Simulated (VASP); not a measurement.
Runs of VASP 6.6.1 on Y. The structure is that of space group Pm-3m (No. 221), or close to it. The cells are those of the table. This isn't the form of Y at room conditions, which is hcp.

| task | cell | k mesh | cutoff (eV) | gap on the mesh (eV) | pressure (GPa) |
| --- | --- | --- | --- | --- | --- |
| relaxation of cell and atoms | relaxed from a = 3.291 Å, 1 atom | 10 × 10 × 10 | 600 | none | 0.0 |
| single point | a = 3.113 Å, 1 atom | 11 × 11 × 11 | 520 | none | 2.6 |
| single point | a = 3.158 Å, 1 atom | 11 × 11 × 11 | 520 | none | 1.1 |
| single point | a = 3.201 Å, 1 atom | 11 × 11 × 11 | 520 | none | -0.1 |
| single point | a = 3.284 Å, 1 atom | 11 × 11 × 11 | 520 | none | (a) |

Alike in all rows: level PBEsol; potentials or basis VASP PAW PBE potentials, release 64 (Y_sv); no spin polarisation; smearing fermi-dirac 0.1 eV.

Fill in the values left out.

(a) -2.1.

Caveats: the PAW data sets were made with another functional, which shifts forces and pressure a little.

A k mesh can miss the band edges, and the runs leave out spin-orbit coupling on Y.

A gap of «none» marks levels without a gap at the run's occupations.
